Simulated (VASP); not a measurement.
BN, 2 atoms in the cell. The structure is trigonal, space group R3m (No. 160). The conventional cell has a = 2.543 Å, b = 2.543 Å, c = 6.324 Å, α = 90.00°, β = 90.00°, γ = 120.00°. Within 2.1 Å of B (site symmetry 3m) lie 4 N at 1.56 to 1.58 Å. Within 2.1 Å of N (site symmetry 3m) lie 4 B at 1.56 to 1.58 Å.  This cell differs from its parent crystal: equal xy, yz and zx shear strains of +1 %.

```yaml
Program: VASP 6.6.1
Task: single point
Functional: PBEsol
Potentials_or_basis: VASP PAW PBE potentials, release 64 (B, N)
Cutoff: 520 eV
k_mesh: 13 × 13 × 13
Occupations: fermi-dirac, width 0.03 eV
Spin: no spin polarisation
Dipole_correction: no
Further_INCAR_settings: ALGO = Normal; EDIFF = 1e-06; NBANDS = 11
```

Potentials or basis: VASP PAW PBE potentials, release 64 (B, N).

Launch:

```console
$ cat potpaw_PBE.64/B/POTCAR potpaw_PBE.64/N/POTCAR > POTCAR
$ mpirun -np 1 vasp_std > vasp.out
```

Hardware: 1 thread of AMD EPYC 7R13, with other jobs on the host.

Question: Estimate the wall time of this run.

Answer: Wall time 39 s on 1 thread of AMD EPYC 7R13, with other jobs on the host, peak memory 0.11 GiB. Counts: scf iterations 12, k points 231.
